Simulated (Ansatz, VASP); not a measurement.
**Two plane-wave programs on TaN**

```
Ta N
1.0
     3.17105    0.00000    0.00000
    -1.58552    2.74621    0.00000
     0.00000    0.00000    2.88462
Ta N
1 1
Direct
  0.33333 0.66667 0.50000
  0.00000 0.00000 0.00000
```

Change from the starting cell: strain +0.080 along x and y, +0.000 along z, atoms carried along.

Alike in both runs: task single point; functional r2SCAN; k mesh 24 × 24 × 20; occupations gaussian, width 0.15 eV; no spin polarisation.

```csv
,VASP,Ansatz
version,VASP 6.6.1,Ansatz 0.2.0
potentials or method,"VASP PAW PBE potentials, release 64 (Ta_pv, N), cutoff 520 eV","scalar-relativistic, plane waves, PAW"
valence electrons in the cell,16,18
```

|  | VASP | Ansatz | Ansatz less VASP |
| --- | --- | --- | --- |
| gap on the k mesh at the Fermi level (eV) | none | none | - |
| pressure (GPa) | -36.4 | -37.3 | -0.88 |
| traceless stress, the component that is largest in VASP (GPa) | 22.39 | 22.32 | -0.075 |

VASP's potentials were made for PBE, not for r2SCAN. A gap of «none» marks a metal or a gap that the smearing closes. Both programs put the cell under strong tension, so it lies far from rest at this level. VASP's potentials hold 16 valence electrons a cell and Ansatz's 18, so a difference there can come from the potentials and not from the codes.

Spin-orbit coupling is off throughout. Noted on VASP's run: the cell as given lies far from equilibrium.
